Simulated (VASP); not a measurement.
# Sr (Im-3m) in VASP: a series of runs

The runs below take Sr through single point, with PBE.

All numbers are computed with VASP 6.6.1; they aren't measurements. Logs are shortened: lines on timing, memory, paths and dates and some standing lists are left out, and cuts for length are marked.

### Step 1. The cell of the first run

The structure is cubic, space group Im-3m (No. 229). Conventional cell: a = 4.774 Å, b = 4.774 Å, c = 4.774 Å, α = 90.00°, β = 90.00°, γ = 90.00°. Sr (site symmetry m-3m) has 14 Sr at 4.13 to 4.77 Å within 5.4 Å.

### Step 2. Single point, PBE (strained)

INCAR reads:

```
PREC     = Accurate       # precision mode
ENCUT    = 520            # plane-wave cutoff, eV
EDIFF    = 1E-7           # SCF threshold, eV
ISMEAR   = 0              # smearing method
SIGMA    = 0.1            # smearing width, eV
LREAL    = F              # projectors in reciprocal space
LASPH    = T              # aspherical terms in the spheres
NELM     = 80             # most SCF steps
ALGO     = Fast           # electronic algorithm
ISIF     = 2              # what is computed and relaxed
LWAVE    = F              # write WAVECAR
LCHARG   = F              # write CHGCAR
GGA      = PE             # functional
NBANDS   = 11             # bands
```

KPOINTS reads:

```
regular mesh
0
Gamma
  12 12 12
```

POSCAR reads:

```
Sr
1.0
   -2.3871457500      2.3871457500      2.3871457500
    2.3871457500     -2.3871457500      2.3871457500
    2.3871457500      2.3871457500     -2.3871457500
Sr
1
Direct
    0.0000000000      0.0000000000      0.0000000000
```

Potentials or basis: VASP PAW PBE potentials, release 64 (Sr_sv).

On the command line:

```bash
> cat potpaw_PBE.64/Sr_sv/POTCAR > POTCAR
> mpirun -np 1 vasp_std > vasp.out
```

OUTCAR:

```text
PREC = Accurate
   ENCUT = 520
   EDIFF = 1E-7
   ISMEAR = 0
   LREAL = F
   LASPH = T
   NELM = 80
   ISIF = 2
   GGA = PE

 ion  position               nearest neighbor table
   1  0.000  0.000  0.000-

  LATTYP: Found a body centered cubic cell.
 ALAT       =     4.7742915000

  Lattice vectors:

 A1 = (  -2.3871457500,   2.3871457500,   2.3871457500)
 A2 = (   2.3871457500,  -2.3871457500,   2.3871457500)
 A3 = (   2.3871457500,   2.3871457500,  -2.3871457500)

Analysis of symmetry for initial positions (statically):
=====================================================================
 Subroutine PRICEL returns:
 Original cell was already a primitive cell.

 Routine SETGRP: Setting up the symmetry group for a
 body centered cubic supercell.

 Subroutine GETGRP returns: Found 48 space group operations
 (whereof 48 operations were pure point group operations)
 out of a pool of 48 trial point group operations.

The static configuration has the point symmetry O_h .

Analysis of symmetry for dynamics (positions and initial velocities):
=====================================================================
 Subroutine PRICEL returns:
 Original cell was already a primitive cell.

 Routine SETGRP: Setting up the symmetry group for a
 body centered cubic supercell.

 Subroutine GETGRP returns: Found 48 space group operations
 (whereof 48 operations were pure point group operations)
 out of a pool of 48 trial point group operations.

The dynamic configuration has the point symmetry O_h .

 Subroutine INISYM returns: Found 48 space group operations
 (whereof 48 operations are pure point group operations),
 and found     1 'primitive' translations

----------------------------------------------------------------------------------------

                                     Primitive cell

  volume of cell :      54.4123

  direct lattice vectors                    reciprocal lattice vectors
    -2.387145750  2.387145750  2.387145750     0.000000000  0.209455162  0.209455162
     2.387145750 -2.387145750  2.387145750     0.209455162  0.000000000  0.209455162
     2.387145750  2.387145750 -2.387145750     0.209455162  0.209455162  0.000000000

  length of vectors
     4.134657724  4.134657724  4.134657724     0.296214331  0.296214331  0.296214331

  position of ions in fractional coordinates (direct lattice)
     0.000000000  0.000000000  0.000000000

  ion indices of the primitive-cell ions
   primitive index   ion index
                 1           1

----------------------------------------------------------------------------------------
[... 75 lines left out ...]
   NFREE  =      0    steps in history (QN), initial steepest desc. (CG)
   ISIF   =      2    stress and relaxation
   ISYM   =      2    0-nonsym 1-usesym 2-fastsym
   POTIM  = 0.5000    time-step for ionic-motion
   TEBEG  =    0.0;   TEEND  =   0.0 temperature during run
   PSTRESS=    0.0 pullay stress
   NELECT =      10.0000    total number of electrons
   NUPDOWN=      -1.0000    fix difference up-down
   EMIN   =  10.00;   EMAX   =-10.00  energy-range for DOS
   EFERMI =   0.00;   METHOD = LEGACY
   ISMEAR =     0;   SIGMA  =   0.10  broadening in eV -4-tet -1-fermi 0-gaus
   EFERMI_NEDOS =   21; number of points for ismear=-14 and -15
   IALGO  =     68    algorithm
   IMIX   =      4    mixing-type and parameters
     AMIX     =   0.40;   BMIX     =  1.00
     AMIX_MAG =   1.60;   BMIX_MAG =  1.00
  volume/ion in A,a.u.               =      54.41       367.19
  Fermi-wavevector in a.u.,A,eV,Ry     =   0.930770  1.758901 11.787183  0.866334
  Thomas-Fermi vector in A             =   2.057194
   LORBIT       =      0    0 simple, 1 ext, 2 COOP (PROOUT), +10 PAW based schemes
   GGA     = PE    functional components
   LHFCALC =     F    Hartree Fock is set to
   AEXX    =    0.0000 exact exchange contribution
   IVDW    =     0    specifies the selected vdW correction
   LEPSILON=     F    determine dielectric tensor
   LRPA    =     F    only Hartree local field effects (RPA)
 non-spin polarized calculation
 RMM-DIIS sequential band-by-band and
 Gauss-broadening in eV      SIGMA  =   0.10
  energy-cutoff  :      520.00
  volume of cell :       54.41
 maximum number of plane-waves:      1508
   NGX = 15   NGY = 15   NGZ = 15

 number of electron      10.0000000 magnetization

 Free energy of the ion-electron system (eV)
  ---------------------------------------------------
  ext. energy  EPLUGINS =         0.00000000
  ---------------------------------------------------
  free energy    TOTEN  =        -1.63375924 eV

  energy without entropy =       -1.62753535  energy(sigma->0) =       -1.63064730

 E-fermi :   1.6356     XC(G=0):  -7.3798

 val. band max:        1.6303858628   @ k =  -0.4167   0.4167   0.4167
 cond. band min:       1.6361986512   @ k =  -0.4167   0.5000   0.3333
 fundamental gap:      0.0058127884
 Fermi energy:         1.6355897797

 k-point     1 :       0.0000    0.0000    0.0000
  band No.  band energies     occupation
      1     -34.9704      2.00000
      2     -16.8547      2.00000
      3     -16.8547      2.00000
      4     -16.8547      2.00000
      5      -2.0344      2.00000
      6       4.0116      0.00000
      7       4.0116      0.00000
      8       4.0116      0.00000
      9       5.3435      0.00000
     10       5.3435      0.00000
     11       9.7362      0.00000
[... 309 lines left out ...]
 k-point    24 :       0.4167    0.0833    0.0833
  band No.  band energies     occupation
      1     -34.9541      2.00000
      2     -17.0459      2.00000
      3     -16.9313      2.00000
      4     -16.8681      2.00000
      5       0.8626      2.00000
      6       1.8440      0.00320
      7       2.6415      0.00000
      8       5.2672      0.00000
      9       5.8631      0.00000
     10       6.8583      0.00000
     11       7.2573      0.00000

 [... further k-points ...]
[... 5 lines left out ...]
  --------------------------------------------------------------------------------------
  -------------------------------------------------------------------------------------
  Total       -0.0421063     -0.0421063     -0.0421063      0.0000000      0.0000000      0.0000000
  in kB       -1.2398270     -1.2398270     -1.2398270      0.0000000      0.0000000      0.0000000
  external PRESSURE =      -1.2398270 kB  Pullay stress =       0.0000000 kB

 VOLUME and BASIS-vectors are now :
 -----------------------------------------------------------------------------
  energy-cutoff  :      520.00
  volume of cell :       54.41
      direct lattice vectors                 reciprocal lattice vectors
    -2.387145750  2.387145750  2.387145750     0.000000000  0.209455162  0.209455162
     2.387145750 -2.387145750  2.387145750     0.209455162  0.000000000  0.209455162
     2.387145750  2.387145750 -2.387145750     0.209455162  0.209455162  0.000000000

 POSITION                                       TOTAL-FORCE (eV/Angst)
 -----------------------------------------------------------------------------------
      0.00000      0.00000      0.00000         0.000000     -0.000000      0.000000
 -----------------------------------------------------------------------------------
    total drift:                                0.000000      0.000000     -0.000000

  FREE ENERGIE OF THE ION-ELECTRON SYSTEM (eV)
  ---------------------------------------------------
  free  energy   TOTEN  =        -1.6337592448 eV

  energy  without entropy=       -1.6275353527  energy(sigma->0) =       -1.63064730
```

stdout:

```text
POSCAR found type information on POSCAR Sr
 POSCAR found :  1 types and       1 ions
 scaLAPACK will be used
 LDA part: xc-table for (Slater+PW92), standard interpolation
 POSCAR, INCAR and KPOINTS ok, starting setup
 FFT: planning ... GRIDC
 FFT: planning ... GRID_SOFT
 FFT: planning ... GRID
 WAVECAR not read
 entering main loop
WARNING in EDDRMM: call to ZHEGV failed, returncode =   8  4      5
WARNING in EDDRMM: call to ZHEGV failed, returncode =   8  4      7
```

Wall time 25 s (1 thread of Intel Xeon Platinum 8375C at 2.90GHz (Ice Lake), shared host); peak memory 0.2 GiB.

Results:

| Quantity | Value |
| --- | --- |
| Free energy | -1.6338 eV |
| Pressure | -0.1 GPa |
| Band gap on the k mesh | zero (band 5 reaches 1.97 eV, above the bottom of band 6 at 1.47 eV) |

Caveat: the cell differs from its parent crystal (strained).

### Step 3. Single point, PBE (strained)

INCAR reads:

```
SYSTEM = Sr
PREC = Accurate ; ENCUT = 520
EDIFF = 1E-6 ; ISMEAR = 0
SIGMA = 0.1 ; LREAL = .FALSE.
LASPH = .TRUE. ; NELM = 80
ALGO = Normal ; ISIF = 2
LWAVE = .FALSE. ; LCHARG = .TRUE.
GGA = PE ; LELF = .TRUE.
LVHAR = .TRUE. ; NBANDS = 11
```

KPOINTS reads:

```
Automatic mesh
0
G
  12 12 12
  0 0 0
```

POSCAR reads:

```
Sr
1.0
   -2.4034417500      2.4034417500      2.4034417500
    2.4034417500     -2.4034417500      2.4034417500
    2.4034417500      2.4034417500     -2.4034417500
Sr
1
Direct
    0.0000000000      0.0000000000      0.0000000000
```

Potentials or basis: VASP PAW PBE potentials, release 64 (Sr_sv).

On the command line:

```bash
> cat potpaw_PBE.64/Sr_sv/POTCAR > POTCAR
> mpirun -np 1 vasp_std > vasp.out
```

Run time: 19 s. Hardware: 1 thread of Intel Xeon Platinum 8375C at 2.90GHz (Ice Lake), shared host; peak memory 0.2 GiB.

The run converged. Its results:

| Property | Result |
| --- | --- |
| Free energy | -1.6322 eV |
| Pressure | -0.3 GPa |
| Band gap on the k mesh | zero (band 5 reaches 1.89 eV, above the bottom of band 6 at 1.43 eV) |

Levels at points of the mesh, in eV from the Fermi level:
| k point | band 1 | band 2 | band 3 | band 4 | band 5 | band 6 | band 7 | band 8 | band 9 | band 10 |
| --- | --- | --- | --- | --- | --- | --- | --- | --- | --- | --- |
| (0.00, 0.00, 0.00) | -36.65 | -18.54 | -18.54 | -18.54 | -3.64 | 2.35 | 2.35 | 2.35 | 3.65 | 3.65 |
| (0.50, 0.00, 0.00) | -36.64 | -18.73 | -18.60 | -18.54 | -1.01 | 0.19 | 1.20 | 3.47 | 4.14 | 5.34 |
| (0.50, 0.50, 0.50) | -36.63 | -18.68 | -18.68 | -18.68 | -0.14 | -0.14 | 3.56 | 3.56 | 3.56 | 4.95 |

Caveat: the cell differs from its parent crystal (strained).
